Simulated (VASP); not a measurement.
Write the native input for VASP 6.6.1 that does the following.

```
Task                   : single point
Functional             : PBE
Potentials or basis    : VASP PAW PBE potentials, release 64 (Na_pv, F)
Cutoff                 : 520 eV
k mesh                 : 11 × 11 × 11
Occupations            : fermi-dirac, width 0.03 eV
Spin                   : no spin polarisation
Dipole correction      : no
Further INCAR settings : ALGO = Normal; EDIFF = 1e-06; NBANDS = 14
```

The structure of NaF lies in POSCAR:

```
NaF
1.0
    0.0000000000      2.1653550940      2.1653550940
    2.1653550940      0.0000000000      2.1653550940
    2.1653550940      2.1653550940      0.0000000000
Na F
1 1
Direct
    0.0000000000      0.0000000000      0.0000000000
    0.5000000000      0.5000000000      0.5000000000
```

This cell differs from its parent crystal: volume scaled by 0.85.

The input as run:

INCAR

```
PREC     = Accurate       # precision mode
ENCUT    = 520            # plane-wave cutoff, eV
EDIFF    = 1E-6           # SCF threshold, eV
ISMEAR   = -1             # smearing method
SIGMA    = 0.03           # smearing width, eV
LREAL    = False          # projectors in reciprocal space
LASPH    = True           # aspherical terms in the spheres
NELM     = 80             # most SCF steps
ALGO     = Normal         # electronic algorithm
ISIF     = 2              # what is computed and relaxed
LWAVE    = False          # write WAVECAR
LCHARG   = False          # write CHGCAR
GGA      = PE             # functional
NBANDS   = 14             # bands
```

KPOINTS

```
regular mesh
0
Gamma
  11 11 11
```

Potentials or basis: VASP PAW PBE potentials, release 64 (Na_pv, F).

Command:

```console
$ cat potpaw_PBE.64/Na_pv/POTCAR potpaw_PBE.64/F/POTCAR > POTCAR
$ mpirun -np 1 vasp_std > vasp.out
```

Results of the run:

- Pressure: 19.5 GPa
- Band gap on the k mesh: 7.55 eV, direct

It took 23 s on 1 thread of AMD EPYC 7R13 Processor (Zen 3), on a shared host, peak memory 0.11 GiB.
